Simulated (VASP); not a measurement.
# ReS (Pm-3m) in VASP: a series of runs

The runs below take ReS through single point, with r2SCAN.

Program: VASP 6.6.1. These are calculated values, not measurements. Logs are shortened: lines on timing, memory, paths and dates and some standing lists are left out, and cuts for length are marked.

## (1) The cell of the first run

It takes space group Pm-3m (No. 221, cubic). Conventional cell: a = 3.018 Å, b = 3.018 Å, c = 3.018 Å, α = 90.00°, β = 90.00°, γ = 90.00°. Re (site symmetry m-3m) has 8 S at 2.61 Å and 6 Re at 3.02 Å within 3.4 Å. S (site symmetry m-3m) has 8 Re at 2.61 Å and 6 S at 3.02 Å within 3.4 Å.

## (2) Single point, r2SCAN

The input, POSCAR:

```
ReS
1.0
    3.0184203185      0.0000000000      0.0000000000
    0.0000000000      3.0184203185      0.0000000000
    0.0000000000      0.0000000000      3.0184203185
Re S
1 1
Direct
    0.0000000000      0.0000000000      0.0000000000
    0.5000000000      0.5000000000      0.5000000000
```

The input, INCAR.step1:

```
PREC = Accurate
ENCUT = 520
ISMEAR = 0
SIGMA = 0.1
LREAL = False
LASPH = True
NELM = 80
NBANDS = 14
GGA = PE
ALGO = Normal
EDIFF = 1E-4
LWAVE = True
LCHARG = False
```

The input, INCAR.step2:

```
PREC = Accurate
ENCUT = 520
EDIFF = 1E-6
ISMEAR = 0
SIGMA = 0.1
LREAL = False
LASPH = True
NELM = 80
ALGO = Normal
ISIF = 2
LWAVE = False
LCHARG = False
METAGGA = R2SCAN
LMIXTAU = True
NBANDS = 14
ISTART = 1
```

The input, KPOINTS:

```
Automatic mesh
0
Gamma
  14 14 14
```

Potentials or basis: VASP PAW PBE potentials, release 64 (Re, S).

The run is started by

```console
cat potpaw_PBE.64/Re/POTCAR potpaw_PBE.64/S/POTCAR > POTCAR
cp INCAR.step1 INCAR
mpirun -np 1 vasp_std > vasp.out
cp INCAR.step2 INCAR
mpirun -np 1 vasp_std > vasp.out
```

OUTCAR:

```text
PREC = Accurate
   ENCUT = 520
   EDIFF = 1E-6
   ISMEAR = 0
   LREAL = False
   LASPH = True
   NELM = 80
   ISIF = 2
   METAGGA = R2SCAN
   ISTART = 1

 ion  position               nearest neighbor table
   1  0.000  0.000  0.000-   2 2.61   2 2.61   2 2.61   2 2.61   2 2.61   2 2.61   2 2.61   2 2.61

   2  0.500  0.500  0.500-   1 2.61   1 2.61   1 2.61   1 2.61   1 2.61   1 2.61   1 2.61   1 2.61

  LATTYP: Found a simple cubic cell.
 ALAT       =     3.0184203185

  Lattice vectors:

 A1 = (   3.0184203185,   0.0000000000,   0.0000000000)
 A2 = (   0.0000000000,   3.0184203185,   0.0000000000)
 A3 = (   0.0000000000,   0.0000000000,   3.0184203185)

Analysis of symmetry for initial positions (statically):
=====================================================================
 Subroutine PRICEL returns:
 Original cell was already a primitive cell.

 Routine SETGRP: Setting up the symmetry group for a
 simple cubic supercell.

 Subroutine GETGRP returns: Found 48 space group operations
 (whereof 48 operations were pure point group operations)
 out of a pool of 48 trial point group operations.

The static configuration has the point symmetry O_h .

Analysis of symmetry for dynamics (positions and initial velocities):
=====================================================================
 Subroutine PRICEL returns:
 Original cell was already a primitive cell.

 Routine SETGRP: Setting up the symmetry group for a
 simple cubic supercell.

 Subroutine GETGRP returns: Found 48 space group operations
 (whereof 48 operations were pure point group operations)
 out of a pool of 48 trial point group operations.

The dynamic configuration has the point symmetry O_h .

 Subroutine INISYM returns: Found 48 space group operations
 (whereof 48 operations are pure point group operations),
 and found     1 'primitive' translations

----------------------------------------------------------------------------------------

                                     Primitive cell

  volume of cell :      27.5004

  direct lattice vectors                    reciprocal lattice vectors
     3.018420319  0.000000000  0.000000000     0.331299122  0.000000000  0.000000000
     0.000000000  3.018420319  0.000000000     0.000000000  0.331299122  0.000000000
     0.000000000  0.000000000  3.018420319     0.000000000  0.000000000  0.331299122

  length of vectors
     3.018420319  3.018420319  3.018420319     0.331299122  0.331299122  0.331299122

  position of ions in fractional coordinates (direct lattice)
     0.000000000  0.000000000  0.000000000
     0.500000000  0.500000000  0.500000000

  ion indices of the primitive-cell ions
   primitive index   ion index
                 1           1
                 2           2

----------------------------------------------------------------------------------------

 KPOINTS: Automatic mesh

Automatic generation of k-mesh.
 Grid dimensions read from file:
 generate k-points for:   14   14   14

 Generating k-lattice:

  Cartesian coordinates                     Fractional coordinates (reciprocal lattice)
     0.023664223  0.000000000  0.000000000     0.071428571  0.000000000  0.000000000
     0.000000000  0.023664223  0.000000000     0.000000000  0.071428571  0.000000000
     0.000000000  0.000000000  0.023664223     0.000000000  0.000000000  0.071428571

  Length of vectors
     0.023664223  0.023664223  0.023664223

  Shift w.r.t. Gamma in fractional coordinates (k-lattice)
     0.000000000  0.000000000  0.000000000

 Subroutine IBZKPT returns following result:
 ===========================================

 Found    120 irreducible k-points:

 Following reciprocal coordinates:
            Coordinates               Weight
  0.000000  0.000000  0.000000      1.000000
  0.071429  0.000000  0.000000      6.000000
  0.142857  0.000000  0.000000      6.000000
  0.214286  0.000000  0.000000      6.000000
  0.285714  0.000000  0.000000      6.000000
  0.357143  0.000000  0.000000      6.000000
[... 16 lines left out ...]
  0.285714  0.214286  0.000000     24.000000
  0.357143  0.214286  0.000000     24.000000
 [... further k-points ...]
   k-points           NKPTS =    120   k-points in BZ     NKDIM =    120   number of bands    NBANDS=     14
   number of dos      NEDOS =    301   number of ions     NIONS =      2
   total plane-waves  NPLWV =  13824
   dimension x,y,z NGX =    24 NGY =   24 NGZ =   24
   dimension x,y,z NGXF=    48 NGYF=   48 NGZF=   48
   ions per type =               1   1
   NGX,Y,Z   is equivalent  to a cutoff of  13.22, 13.22, 13.22 a.u.
   NGXF,Y,Z  is equivalent  to a cutoff of  26.44, 26.44, 26.44 a.u.
 SYSTEM =  unknown system
   PREC   = accura    normal or accurate (medium, high low for compatibility)
   ISTART =      1    job   : 0-new  1-cont  2-samecut
   ICHARG =      0    charge: 1-file 2-atom 10-const
   ISPIN  =      1    spin polarized calculation?
   LNONCOLLINEAR =      F non collinear calculations
   LSORBIT =      F    spin-orbit coupling
   LASPH  =      T    aspherical Exc in radial PAW
   ENCUT  =  520.0 eV  38.22 Ry    6.18 a.u.   5.61  5.61  5.61*2*pi/ulx,y,z
   NELM   =     80;   NELMIN=  2; NELMDL=  0     # of ELM steps
   EDIFF  = 0.1E-05   stopping-criterion for ELM
   LREAL  =      F    real-space projection
   EDIFFG = 0.1E-04   stopping-criterion for IOM
   NSW    =      0    number of steps for IOM
   IBRION =     -1    ionic relax: 0-MD 1-quasi-New 2-CG
   NFREE  =      0    steps in history (QN), initial steepest desc. (CG)
   ISIF   =      2    stress and relaxation
   ISYM   =      2    0-nonsym 1-usesym 2-fastsym
   POTIM  = 0.5000    time-step for ionic-motion
   TEBEG  =    0.0;   TEEND  =   0.0 temperature during run
   PSTRESS=    0.0 pullay stress
   NELECT =      13.0000    total number of electrons
   NUPDOWN=      -1.0000    fix difference up-down
   EMIN   =  10.00;   EMAX   =-10.00  energy-range for DOS
   EFERMI =   0.00;   METHOD = LEGACY
   ISMEAR =     0;   SIGMA  =   0.10  broadening in eV -4-tet -1-fermi 0-gaus
   EFERMI_NEDOS =   21; number of points for ismear=-14 and -15
   IALGO  =     38    algorithm
   IMIX   =      4    mixing-type and parameters
     AMIX     =   0.40;   BMIX     =  1.00
     AMIX_MAG =   1.60;   BMIX_MAG =  1.00
  volume/ion in A,a.u.               =      13.75        92.79
  Fermi-wavevector in a.u.,A,eV,Ry     =   1.275292  2.409952 22.128096  1.626369
  Thomas-Fermi vector in A             =   2.408012
   LORBIT       =      0    0 simple, 1 ext, 2 COOP (PROOUT), +10 PAW based schemes
   METAGGA = R2SCAN    functional components
   LHFCALC =     F    Hartree Fock is set to
   AEXX    =    0.0000 exact exchange contribution
   IVDW    =     0    specifies the selected vdW correction
   LEPSILON=     F    determine dielectric tensor
   LRPA    =     F    only Hartree local field effects (RPA)
 non-spin polarized calculation
 Gauss-broadening in eV      SIGMA  =   0.10
  energy-cutoff  :      520.00
  volume of cell :       27.50
 maximum number of plane-waves:       756
 NGX is ok and might be reduce to    24
   NGX = 11   NGY = 11   NGZ = 11

 number of electron      12.9999999 magnetization

 Free energy of the ion-electron system (eV)
  ---------------------------------------------------
  ext. energy  EPLUGINS =         0.00000000
  ---------------------------------------------------
  free energy    TOTEN  =       -59.42950197 eV

  energy without entropy =      -59.42285434  energy(sigma->0) =      -59.42617815

 E-fermi :  10.1549     XC(G=0): -13.9914

 val. band max:       10.1516336034   @ k =   0.4286   0.4286   0.3571
 cond. band min:      10.1712235358   @ k =   0.4286   0.4286   0.0000
 fundamental gap:      0.0195899323
 Fermi energy:        10.1549148216

 k-point     1 :       0.0000    0.0000    0.0000
  band No.  band energies     occupation
      1      -8.2347      2.00000
      2       5.0431      2.00000
      3       5.0431      2.00000
      4       7.0588      2.00000
      5       7.0588      2.00000
      6       7.0588      2.00000
      7      10.1474      1.08423
      8      10.1474      1.08423
      9      10.1474      1.08423
     10      12.2624      0.00000
     11      19.8600      0.00000
     12      19.8600      0.00000
     13      27.4995      0.00000
     14      27.4995      0.00000

 k-point     2 :       0.0714    0.0000    0.0000
  band No.  band energies     occupation
      1      -8.1554      2.00000
      2       4.7583      2.00000
      3       5.0885      2.00000
      4       6.8912      2.00000
      5       6.8912      2.00000
      6       7.0603      2.00000
      7      10.1719      0.80967
      8      10.3545      0.00476
      9      10.3545      0.00476
     10      12.6634      0.00000
     11      19.5520      0.00000
     12      20.0465      0.00000
     13      26.2467      0.00000
     14      26.2467      0.00000

 k-point     3 :       0.1429    0.0000    0.0000
  band No.  band energies     occupation
      1      -7.9227      2.00000
      2       3.8969      2.00000
      3       5.2197      2.00000
      4       6.4969      2.00000
      5       6.4969      2.00000
      6       7.3491      2.00000
      7      10.2416      0.22001
      8      10.8730      0.00000
      9      10.8730      0.00000
     10      13.5519      0.00000
     11      18.7740      0.00000
     12      20.6004      0.00000
     13      24.4588      0.00000
     14      24.4588      0.00000
[... 324 lines left out ...]
 k-point    23 :       0.2857    0.2143    0.0000
  band No.  band energies     occupation
      1      -6.6134      2.00000
      2       1.8407      2.00000
      3       3.6347      2.00000
      4       5.9148      2.00000
      5       6.6557      2.00000
      6       9.1612      2.00000
      7       9.8803      1.99990
      8      10.5915      0.00000
      9      12.7054      0.00000
     10      16.0432      0.00000
     11      18.8177      0.00000
     12      20.0064      0.00000
     13      21.1326      0.00000
     14      22.2679      0.00000

 k-point    24 :       0.3571    0.2143    0.0000
  band No.  band energies     occupation
      1      -6.2231      2.00000
      2       1.0232      2.00000
      3       3.7770      2.00000
      4       5.7873      2.00000
      5       6.6064      2.00000
      6       9.2289      2.00000
      7      10.5731      0.00000
      8      11.0276      0.00000
      9      12.5800      0.00000
     10      15.5411      0.00000
     11      18.1135      0.00000
     12      19.8455      0.00000
     13      21.0469      0.00000
     14      23.2767      0.00000

 [... further k-points ...]
[... 5 lines left out ...]
  --------------------------------------------------------------------------------------
  -------------------------------------------------------------------------------------
  Total       -2.2058449     -2.2058449     -2.2058449      0.0000000     -0.0000000     -0.0000000
  in kB     -128.5128094   -128.5128094   -128.5128094      0.0000000     -0.0000000     -0.0000000
  external PRESSURE =    -128.5128094 kB  Pullay stress =       0.0000000 kB

 VOLUME and BASIS-vectors are now :
 -----------------------------------------------------------------------------
  energy-cutoff  :      520.00
  volume of cell :       27.50
      direct lattice vectors                 reciprocal lattice vectors
     3.018420319  0.000000000  0.000000000     0.331299122  0.000000000  0.000000000
     0.000000000  3.018420319  0.000000000     0.000000000  0.331299122  0.000000000
     0.000000000  0.000000000  3.018420319     0.000000000  0.000000000  0.331299122

 POSITION                                       TOTAL-FORCE (eV/Angst)
 -----------------------------------------------------------------------------------
      0.00000      0.00000      0.00000         0.000000      0.000000      0.000000
      1.50921      1.50921      1.50921         0.000000      0.000000      0.000000
 -----------------------------------------------------------------------------------
    total drift:                               -0.000000     -0.000000     -0.000000

  FREE ENERGIE OF THE ION-ELECTRON SYSTEM (eV)
  ---------------------------------------------------
  free  energy   TOTEN  =       -59.4295019652 eV

  energy  without entropy=      -59.4228543423  energy(sigma->0) =      -59.42617815
```

Run time: 64 s. Hardware: 1 thread of Intel Xeon 6975P-C, shared host; peak memory 0.18 GiB.

What came out:

| Quantity | Value |
| --- | --- |
| Free energy | -59.4295 eV |
| Pressure | -12.9 GPa |

Caveat: the PAW data sets were made with another functional, which shifts forces and pressure a little; spin-orbit coupling is left out, which moves the levels of the heavy elements.

(Continued in part 2 of 2.)
